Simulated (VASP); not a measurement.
# Ba2CuSO2 in VASP: notebook

Ba2CuSO2 is run at these levels: PBEsol+D3(BJ); tasks: single point, molecular dynamics.

All numbers are computed with VASP 6.6.1; they aren't measurements. Logs are shortened: lines on timing, memory, paths and dates and some standing lists are left out, and cuts for length are marked.

## (1) The cell of the first run

The typed cell holds 6 atoms: a = 3.995 Å, b = 3.995 Å, c = 7.400 Å, α = 90.00°, β = 90.00°, γ = 90.00°.

## (2) Single point, PBEsol+D3(BJ)

The input, INCAR:

```
  ALGO = Normal
  EDIFF = 1E-6
  ENCUT = 520
  GGA = PS
  GGA_COMPAT = F
  ISIF = 2
  ISMEAR = 1
  IVDW = 12
  LASPH = T
  LCHARG = F
  LREAL = F
  LWAVE = F
  NBANDS = 34
  NELM = 120
  PREC = Accurate
  SIGMA = 0.05
```

The input, KPOINTS:

```
k-points
0
Gamma
  2 2 1
```

The input, POSCAR:

```
Ba2CuSO2
1.0
    3.9951740000      0.0000000000      0.0000000000
    0.0000000000      3.9951740000      0.0000000000
    0.0000000000      0.0000000000      7.4000870000
Ba Cu S O
2 1 1 2
Direct
    0.4977580451      0.5018282057      0.7576664977
    0.4996943813      0.5017213268      0.2434590296
    0.0054077745     -0.0021065415      0.4994384525
    0.0005256342     -0.0055814841     -0.0014889014
   -0.0029936118      0.4949581670      0.5011280273
    0.5023288097     -0.0058738368      0.4944251331
```

Potentials or basis: VASP PAW PBE potentials, release 64 (Ba_sv, Cu, S, O).

On the command line:

```bash
$ cat potpaw_PBE.64/Ba_sv/POTCAR potpaw_PBE.64/Cu/POTCAR potpaw_PBE.64/S/POTCAR potpaw_PBE.64/O/POTCAR > POTCAR
$ mpirun -np 1 vasp_std > vasp.out
```

OUTCAR:

```text
EDIFF = 1E-6
   ENCUT = 520
   GGA = PS
   ISIF = 2
   ISMEAR = 1
   IVDW = 12
   LASPH = T
   LREAL = F
   NELM = 120
   PREC = Accurate
 IVDW          = 12

 ion  position               nearest neighbor table
   1  0.498  0.502  0.758-   5 2.75   5 2.76   6 2.77   6 2.81   4 3.32   4 3.33   4 3.35   4 3.36
                             3 3.38   3 3.40   3 3.42   3 3.44   2 3.59   2 3.81
   2  0.500  0.502  0.243-   6 2.71   6 2.75   5 2.75   5 2.77   4 3.34   4 3.34   4 3.37   4 3.38
                             3 3.38   3 3.40   3 3.41   3 3.42   1 3.59   1 3.81
   3  0.005  0.998  0.499-   6 1.99   5 1.99   5 2.01   6 2.01   2 3.38   1 3.38   2 3.40   1 3.40
                             2 3.41   1 3.42   2 3.42   1 3.44
   4  0.001  0.994  0.999-   1 3.32   1 3.33   2 3.34   2 3.34   1 3.35   1 3.36   2 3.37   2 3.38

   5  0.997  0.495  0.501-   3 1.99   3 2.01   1 2.75   2 2.75   1 2.76   2 2.77
   6  0.502  0.994  0.494-   3 1.99   3 2.01   2 2.71   2 2.75   1 2.77   1 2.81

  LATTYP: Found a simple tetragonal cell.
 ALAT       =     3.9951740000
 C/A-ratio  =     1.8522564975

  Lattice vectors:

 A1 = (   3.9951740000,   0.0000000000,   0.0000000000)
 A2 = (   0.0000000000,   3.9951740000,   0.0000000000)
 A3 = (   0.0000000000,   0.0000000000,   7.4000870000)

Analysis of symmetry for initial positions (statically):
=====================================================================
 Subroutine PRICEL returns:
 Original cell was already a primitive cell.

 Routine SETGRP: Setting up the symmetry group for a
 simple tetragonal supercell.

 Subroutine GETGRP returns: Found  1 space group operations
 (whereof  1 operations were pure point group operations)
 out of a pool of 16 trial point group operations.

The static configuration has the point symmetry C_1 .

Analysis of symmetry for dynamics (positions and initial velocities):
=====================================================================
 Subroutine PRICEL returns:
 Original cell was already a primitive cell.

 Routine SETGRP: Setting up the symmetry group for a
 simple tetragonal supercell.

 Subroutine GETGRP returns: Found  1 space group operations
 (whereof  1 operations were pure point group operations)
 out of a pool of 16 trial point group operations.

The dynamic configuration has the point symmetry C_1 .

 Subroutine INISYM returns: Found  1 space group operations
 (whereof  1 operations are pure point group operations),
 and found     1 'primitive' translations

----------------------------------------------------------------------------------------

                                     Primitive cell

  volume of cell :     118.1159

  direct lattice vectors                    reciprocal lattice vectors
     3.995174000  0.000000000  0.000000000     0.250301989  0.000000000  0.000000000
     0.000000000  3.995174000  0.000000000     0.000000000  0.250301989  0.000000000
     0.000000000  0.000000000  7.400087000     0.000000000  0.000000000  0.135133546

  length of vectors
     3.995174000  3.995174000  7.400087000     0.250301989  0.250301989  0.135133546

  position of ions in fractional coordinates (direct lattice)
     0.497758045  0.501828206  0.757666498
     0.499694381  0.501721327  0.243459030
     0.005407775  0.997893459  0.499438453
     0.000525634  0.994418516  0.998511099
     0.997006388  0.494958167  0.501128027
     0.502328810  0.994126163  0.494425133

  ion indices of the primitive-cell ions
   primitive index   ion index
                 1           1
                 2           2
                 3           3
                 4           4
                 5           5
                 6           6

----------------------------------------------------------------------------------------

 KPOINTS: k-points

Automatic generation of k-mesh.
 Grid dimensions read from file:
 generate k-points for:    2    2    1

 Generating k-lattice:

  Cartesian coordinates                     Fractional coordinates (reciprocal lattice)
     0.125150995  0.000000000  0.000000000     0.500000000  0.000000000  0.000000000
     0.000000000  0.125150995  0.000000000     0.000000000  0.500000000  0.000000000
     0.000000000  0.000000000  0.135133546     0.000000000  0.000000000  1.000000000

  Length of vectors
     0.125150995  0.125150995  0.135133546

  Shift w.r.t. Gamma in fractional coordinates (k-lattice)
     0.000000000  0.000000000  0.000000000

 Subroutine IBZKPT returns following result:
 ===========================================

 Found      4 irreducible k-points:

 Following reciprocal coordinates:
            Coordinates               Weight
  0.000000  0.000000  0.000000      1.000000
  0.500000  0.000000  0.000000      1.000000
  0.000000  0.500000  0.000000      1.000000
  0.500000  0.500000  0.000000      1.000000
   k-points           NKPTS =      4   k-points in BZ     NKDIM =      4   number of bands    NBANDS=     34
[... 109 lines left out ...]

 k-point     2 :       0.5000    0.0000    0.0000
  band No.  band energies     occupation
      1     -23.4062      2.00000
      2     -23.2445      2.00000
      3     -14.0936      2.00000
      4     -13.8368      2.00000
      5      -9.3688      2.00000
      6      -9.0552      2.00000
      7      -8.9799      2.00000
      8      -8.3839      2.00000
      9      -8.1600      2.00000
     10      -8.0407      2.00000
     11      -7.0932      2.00000
     12      -2.2029      2.00000
     13      -0.4043      2.00000
     14      -0.3844      2.00000
     15      -0.2442      2.00000
     16       0.4556      2.00000
     17       0.7851      2.00000
     18       0.8542      2.00000
     19       0.9761      2.00000
     20       1.3169      2.00000
     21       1.8160      2.00000
     22       2.1328      2.00000
     23       2.2308      2.00000
     24       2.2915      2.00000
     25       2.4697      1.42349
     26       6.3752      0.00000
     27       6.9398      0.00000
     28       7.0826      0.00000
     29       7.8388      0.00000
     30       8.5956      0.00000
     31       8.6553      0.00000
     32       8.8342      0.00000
     33       8.8810      0.00000
     34       9.4701      0.00000

 k-point     3 :       0.0000    0.5000    0.0000
  band No.  band energies     occupation
      1     -23.4066      2.00000
      2     -23.2439      2.00000
      3     -14.0953      2.00000
      4     -13.8367      2.00000
      5      -9.3759      2.00000
      6      -9.0477      2.00000
      7      -8.9766      2.00000
      8      -8.3833      2.00000
      9      -8.1596      2.00000
     10      -8.0441      2.00000
     11      -7.0927      2.00000
     12      -2.2045      2.00000
     13      -0.4039      2.00000
     14      -0.3499      2.00000
     15      -0.2848      2.00000
     16       0.4569      2.00000
     17       0.7767      2.00000
     18       0.8597      2.00000
     19       0.9900      2.00000
     20       1.3178      2.00000
     21       1.8159      2.00000
     22       2.1301      2.00000
     23       2.2315      2.00000
     24       2.2919      2.00000
     25       2.4716      1.36376
     26       6.3817      0.00000
     27       6.9402      0.00000
     28       7.0700      0.00000
     29       7.8361      0.00000
     30       8.5944      0.00000
     31       8.6810      0.00000
     32       8.8371      0.00000
     33       8.8493      0.00000
     34       9.4755      0.00000

 k-point     4 :       0.5000    0.5000    0.0000
  band No.  band energies     occupation
      1     -23.3366      2.00000
      2     -23.1866      2.00000
      3     -13.8862      2.00000
      4     -13.8834      2.00000
      5      -9.3208      2.00000
      6      -8.9321      2.00000
      7      -8.9236      2.00000
      8      -8.6796      2.00000
      9      -8.6657      2.00000
     10      -7.9182      2.00000
     11      -7.7705      2.00000
     12      -3.0729      2.00000
     13      -1.6817      2.00000
     14      -1.0312      2.00000
     15      -0.1803      2.00000
     16      -0.1760      2.00000
     17       0.8784      2.00000
     18       0.8828      2.00000
     19       0.9002      2.00000
     20       0.9373      2.00000
     21       2.2155      2.00000
     22       2.3611      2.00313
     23       2.3621      2.00341
     24       2.4376      2.02357
     25       5.0583      0.00000
     26       6.8693      0.00000
     27       7.0508      0.00000
     28       7.3713      0.00000
     29       9.1843      0.00000
     30       9.1873      0.00000
     31       9.2968      0.00000
     32       9.3059      0.00000
     33      11.8701      0.00000
     34      11.9115      0.00000

------------------------ aborting loop because EDIFF is reached ----------------------------------------

 Edisp (eV)   -1.67568

 E8    (eV) :    -1.1858

  FORCE on cell =-STRESS in cart. coord.  units (eV):
  Direction    XX          YY          ZZ          XY          YZ          ZX
  --------------------------------------------------------------------------------------
  -------------------------------------------------------------------------------------
  Total      -4.17795    -4.07863    -6.50005    -0.00944     0.02520     0.02163
  in kB     -56.67155   -55.32437   -88.16958    -0.12803     0.34188     0.29346
  external pressure =      -66.72 kB  Pullay stress =        0.00 kB

 VOLUME and BASIS-vectors are now :
 -----------------------------------------------------------------------------
  energy-cutoff  :      520.00
  volume of cell :      118.12
      direct lattice vectors                 reciprocal lattice vectors
     3.995174000  0.000000000  0.000000000     0.250301989  0.000000000  0.000000000
     0.000000000  3.995174000  0.000000000     0.000000000  0.250301989  0.000000000
     0.000000000  0.000000000  7.400087000     0.000000000  0.000000000  0.135133546

 POSITION                                       TOTAL-FORCE (eV/Angst)
 -----------------------------------------------------------------------------------
      1.98863      2.00489      5.60680         0.053824     -0.063398     -0.659806
      1.99637      2.00446      1.80162         0.030807     -0.071751      0.580123
      0.02161      3.98676      3.69589        -0.219590     -0.081751     -0.045967
      0.00210      3.97287      7.38907        -0.009386      0.046279     -0.028153
      3.98321      1.97744      3.70839         0.115862      0.118142     -0.008342
      2.00689      3.97171      3.65879         0.028483      0.052479      0.162145
 -----------------------------------------------------------------------------------
    total drift:                               -0.001061      0.000815      0.001000

  FREE ENERGIE OF THE ION-ELECTRON SYSTEM (eV)
  ---------------------------------------------------
  free  energy   TOTEN  =       -35.8576587750 eV

  energy  without entropy=      -35.8486018937  energy(sigma->0) =      -35.85463981
```

Wall time 2.4 min (1 thread of Intel Xeon 8259CL, shared host); peak memory 0.24 GiB.

What came out:

```yaml
Free_energy: -35.8577 eV
Pressure: -6.7 GPa
Largest_force: 0.665 eV/Å
Dispersion_energy_per_atom: -0.279 eV
```

Forces on the atoms (eV/Å):
```
Ba   0.054 -0.063 -0.660
Ba   0.031 -0.072  0.580
Cu  -0.220 -0.082 -0.046
S   -0.009  0.046 -0.028
O    0.116  0.118 -0.008
O    0.028  0.052  0.162
```

Levels at points of the mesh, in eV from the Fermi level:
```
           k point  band 21  band 22  band 23  band 24  band 25  band 26  band 27  band 28  band 29  band 30
(0.00, 0.00, 0.00)    -0.88    -0.86    -0.61    -0.02    -0.02     2.03     2.88     3.93     5.21     5.99
(0.50, 0.00, 0.00)    -0.67    -0.35    -0.25    -0.19    -0.01     3.89     4.46     4.60     5.36     6.11
(0.00, 0.50, 0.00)    -0.67    -0.35    -0.25    -0.19    -0.01     3.90     4.46     4.59     5.35     6.11
(0.50, 0.50, 0.00)    -0.27    -0.12    -0.12    -0.05     2.58     4.39     4.57     4.89     6.70     6.70
```

Caveat: the k points lie up to 0.85 Å⁻¹ apart; the PAW data sets were made with another functional, which shifts forces and pressure a little; spin-orbit coupling is left out, which moves the levels of the heavy elements; an odd number of electrons without spin polarisation forces a metal; a magnetic or distorted state may lie lower; semilocal functionals often make such compounds metallic where correlation or magnetic order opens a gap, which also shifts bond lengths; pairwise dispersion overbinds metals, which lowers pressure and volume. With open d or f shells a metallic result of PBEsol can be an artefact of self-interaction; +U or a hybrid may open a gap.

## (3) Single point, PBEsol+D3(BJ)

The input, INCAR:

```
ALGO = Normal
EDIFF = 1E-6
ENCUT = 520
GGA = PS
GGA_COMPAT = F
ISIF = 2
ISMEAR = 1
IVDW = 12
LASPH = T
LCHARG = T
LELF = T
LREAL = F
LVHAR = T
LWAVE = F
NBANDS = 34
NELM = 120
PREC = Accurate
SIGMA = 0.05
```

KPOINTS is that of step 2.

The input, POSCAR:

```
Ba2CuSO2
1.0
    3.9951740000      0.0000000000      0.0000000000
    0.0000000000      3.9951740000      0.0000000000
    0.0000000000      0.0000000000      7.4000870000
Ba Cu S O
2 1 1 2
Direct
    0.4948257573      0.5042058243      0.7575120401
    0.4993229331      0.5039497654      0.2450790106
    0.0121373938     -0.0050811304      0.4986422457
    0.0011909369     -0.0128257242     -0.0035502285
   -0.0059874739      0.4892795658      0.5026328745
    0.5056167766     -0.0134006679      0.4876342670
```

Potentials or basis: VASP PAW PBE potentials, release 64 (Ba_sv, Cu, S, O).

On the command line:

```bash
$ cat potpaw_PBE.64/Ba_sv/POTCAR potpaw_PBE.64/Cu/POTCAR potpaw_PBE.64/S/POTCAR potpaw_PBE.64/O/POTCAR > POTCAR
$ mpirun -np 1 vasp_std > vasp.out
```

Wall time 2.3 min (1 thread of Intel Xeon 8259CL, shared host); peak memory 0.24 GiB.

Results (log left out):

* Free energy: -35.8308 eV
* Pressure: -6.6 GPa
* Largest force: 0.626 eV/Å
* Dispersion energy per atom: -0.279 eV

Forces on the atoms (eV/Å):
```
Ba   0.119 -0.135 -0.599
Ba   0.069 -0.182  0.412
Cu  -0.487 -0.135 -0.069
S   -0.021  0.103 -0.060
O    0.265  0.227 -0.034
O    0.055  0.122  0.350
```

Stress tensor (GPa, compression positive):
```
-5.90 -0.06  0.07
-0.06 -5.21  0.18
 0.07  0.18 -8.68
```

Levels at points of the mesh, in eV from the Fermi level:
```tsv
k point	band 23	band 24	band 25	band 26	band 27	band 28
(0.00, 0.00, 0.00)	-0.60	-0.02	-0.02	2.03	2.90	3.92
(0.50, 0.00, 0.00)	-0.28	-0.21	-0.02	3.85	4.47	4.66
(0.00, 0.50, 0.00)	-0.27	-0.21	-0.01	3.88	4.47	4.60
(0.50, 0.50, 0.00)	-0.14	-0.09	2.51	4.38	4.57	4.87
```

Caveat: the k points lie up to 0.85 Å⁻¹ apart; the PAW data sets were made with another functional, which shifts forces and pressure a little; spin-orbit coupling is left out, which moves the levels of the heavy elements; an odd number of electrons without spin polarisation forces a metal; a magnetic or distorted state may lie lower; semilocal functionals often make such compounds metallic where correlation or magnetic order opens a gap, which also shifts bond lengths; pairwise dispersion overbinds metals, which lowers pressure and volume.

## (4) Single point, PBEsol+D3(BJ)

The input, INCAR:

```
PREC     = Accurate       # precision mode
ENCUT    = 520            # plane-wave cutoff, eV
EDIFF    = 1E-6           # SCF threshold, eV
ISMEAR   = 1              # smearing method
SIGMA    = 0.05           # smearing width, eV
LREAL    = F              # projectors in reciprocal space
LASPH    = T              # aspherical terms in the spheres
NELM     = 120            # most SCF steps
ALGO     = Normal         # electronic algorithm
ISIF     = 2              # what is computed and relaxed
LWAVE    = F              # write WAVECAR
LCHARG   = F              # write CHGCAR
GGA      = PS             # functional
IVDW     = 12             # dispersion correction
NBANDS   = 34             # bands
GGA_COMPAT= F
```

The input, KPOINTS:

```
regular mesh
0
Gamma
  2 2 1
```

The input, POSCAR:

```
Ba2CuSO2
1.0
    3.9951740000      0.0000000000      0.0000000000
    0.0000000000      3.9951740000      0.0000000000
    0.0000000000      0.0000000000      7.4000870000
Ba Cu S O
2 1 1 2
Direct
    0.4927092037      0.5059051245      0.7570851532
    0.4990959092      0.5055146534      0.2465531824
    0.0164918975     -0.0074910379      0.4979961722
    0.0016399786     -0.0179699307     -0.0052033172
   -0.0067471404      0.4863467774      0.5037197536
    0.5082982619     -0.0186064487      0.4834358028
```

On the command line:

```bash
$ cat potpaw_PBE.64/Ba_sv/POTCAR potpaw_PBE.64/Cu/POTCAR potpaw_PBE.64/S/POTCAR potpaw_PBE.64/O/POTCAR > POTCAR
$ mpirun -np 1 vasp_std > vasp.out
```

Run time: 2.5 min. Hardware: 1 thread of Intel Xeon 8259CL, shared host; peak memory 0.24 GiB.

Results (log left out):

* Free energy: -35.8028 eV
* Pressure: -5.6 GPa
* Largest force: 0.668 eV/Å
* Dispersion energy per atom: -0.279 eV

Forces on the atoms (eV/Å):
```
Ba   0.165 -0.182 -0.516
Ba   0.093 -0.274  0.244
Cu  -0.656 -0.116 -0.047
S   -0.028  0.143 -0.075
O    0.361  0.249 -0.074
O    0.065  0.181  0.468
```

Stress tensor (GPa, compression positive):
```
-5.34 -0.12  0.11
-0.12 -4.02  0.35
 0.11  0.35 -7.57
```

Levels at points of the mesh, in eV from the Fermi level:
```
           k point  band 22  band 23  band 24  band 25  band 26  band 27  band 28  band 29
(0.00, 0.00, 0.00)    -0.78    -0.60    -0.02    -0.01     2.02     2.93     3.91     5.24
(0.50, 0.00, 0.00)    -0.32    -0.31    -0.24    -0.02     3.82     4.49     4.71     5.38
(0.00, 0.50, 0.00)    -0.35    -0.30    -0.23     0.00     3.86     4.49     4.61     5.35
(0.50, 0.50, 0.00)    -0.18    -0.17    -0.14     2.45     4.38     4.56     4.85     6.67
```

Caveat: the k points lie up to 0.85 Å⁻¹ apart; the PAW data sets were made with another functional, which shifts forces and pressure a little; spin-orbit coupling is left out, which moves the levels of the heavy elements; an odd number of electrons without spin polarisation forces a metal; a magnetic or distorted state may lie lower; semilocal functionals often make such compounds metallic where correlation or magnetic order opens a gap, which also shifts bond lengths; pairwise dispersion overbinds metals, which lowers pressure and volume.

## (5) Molecular dynamics, PBEsol+D3(BJ)

The input, INCAR:

```
PREC = Normal
ENCUT = 440
EDIFF = 1E-5
ISMEAR = 1
SIGMA = 0.05
LREAL = False
LASPH = True
NELM = 120
ALGO = Normal
ISIF = 2
LWAVE = False
LCHARG = False
GGA = PS
IVDW = 12
NBANDS = 34
IBRION = 0
NSW = 10
POTIM = 2.0
TEBEG = 300.0
TEEND = 300.0
ISYM = 0
NELMIN = 4
RANDOM_SEED = 405 0 0
MDALGO = 1
ANDERSEN_PROB = 0.0
GGA_COMPAT = False
MAXMIX = 40
```

KPOINTS is that of step 4.

The input, POSCAR:

```
Ba2CuSO2
1.0
    3.9951740000      0.0000000000      0.0000000000
    0.0000000000      3.9951740000      0.0000000000
    0.0000000000      0.0000000000      7.4000870000
Ba Cu S O
2 1 1 2
Direct
    0.5000000000      0.5000000000      0.7574590000
    0.5000000000      0.5000000000      0.2425410000
    0.0000000000      0.0000000000      0.5000000000
    0.0000000000      0.0000000000      0.0000000000
    0.0000000000      0.5000000000      0.5000000000
    0.5000000000      0.0000000000      0.5000000000
```

On the command line:

```bash
$ cat potpaw_PBE.64/Ba_sv/POTCAR potpaw_PBE.64/Cu/POTCAR potpaw_PBE.64/S/POTCAR potpaw_PBE.64/O/POTCAR > POTCAR
$ mpirun -np 1 vasp_std > vasp.out
```

Wall time 4.4 min (1 thread of Intel Xeon 8259CL, shared host); peak memory 0.2 GiB.

Results (log left out):

- Dispersion energy per atom: -0.279 eV

Step by step:
| step | potential energy change (eV) | largest force (eV/Å) | pressure (GPa) | volume (Å³) | temperature (K) |
| --- | --- | --- | --- | --- | --- |
| 1 | 0.0000 | 0.6402 | -8.06 | 118.12 | 297 |
| 2 | 0.0056 | 0.6942 | -5.58 | 118.12 | 288 |
| 3 | 0.0144 | 0.6867 | -7.89 | 118.12 | 275 |
| 4 | 0.0258 | 0.7419 | -4.60 | 118.12 | 257 |
| 5 | 0.0392 | 0.7368 | -6.50 | 118.12 | 236 |
| 6 | 0.0536 | 0.7428 | -7.04 | 118.12 | 214 |
| 7 | 0.0680 | 0.8374 | -5.37 | 118.12 | 192 |
| 8 | 0.0815 | 0.9024 | -7.45 | 118.12 | 171 |
| 9 | 0.0933 | 0.9598 | -7.13 | 118.12 | 153 |
| 10 | 0.1027 | 0.9888 | -6.70 | 118.12 | 138 |

Caveat: the k points lie up to 0.85 Å⁻¹ apart; the cutoff is under 1.25 times the usual one of these potentials, so pressure, stress and relaxed cells hold a basis-set (Pulay) error; the PAW data sets were made with another functional, which shifts forces and pressure a little; spin-orbit coupling is left out, which moves the levels of the heavy elements.
